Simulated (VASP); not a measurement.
B7Se, 8 atoms in the cell. Symmetry: Pm-3m, No. 221, cubic system. Conventional cell: a = 4.666 Å, b = 4.666 Å, c = 4.666 Å, α = 90.00°, β = 90.00°, γ = 90.00°. B (site symmetry 4mm) has 2 B at 1.55 to 1.57 Å within 2.1 Å. Within 2.1 Å of B (site symmetry m-3m) lie 6 B at 1.55 Å. Se (site symmetry m-3m) has 32 B at 3.39 to 4.04 Å within 4.5 Å. 

| Item | Value |
| --- | --- |
| Program | VASP 6.6.1 |
| Task | single point |
| Functional | PBE |
| Potentials or basis | VASP PAW PBE potentials, release 64 (B, Se) |
| Cutoff | 520 eV |
| k mesh | 8 × 8 × 8 |
| Occupations | gaussian, width 0.1 eV |
| Spin | no spin polarisation |
| Dipole correction | no |
| Further INCAR settings | ALGO = Normal; EDIFF = 1e-06; NBANDS = 24 |

Potentials or basis: VASP PAW PBE potentials, release 64 (B, Se).

Command:

```console
$ cat potpaw_PBE.64/B/POTCAR potpaw_PBE.64/Se/POTCAR > POTCAR
$ mpirun -np 1 vasp_std > vasp.out
```

Hardware: 1 thread of Oxide Virtual Turin-like Processor, with other jobs on the host.

Q: How long does it take, and how much memory?

A: It took 98 s on 1 thread of Oxide Virtual Turin-like Processor, on a shared host, peak memory 0.21 GiB. Counts: scf iterations 16, k points 35.
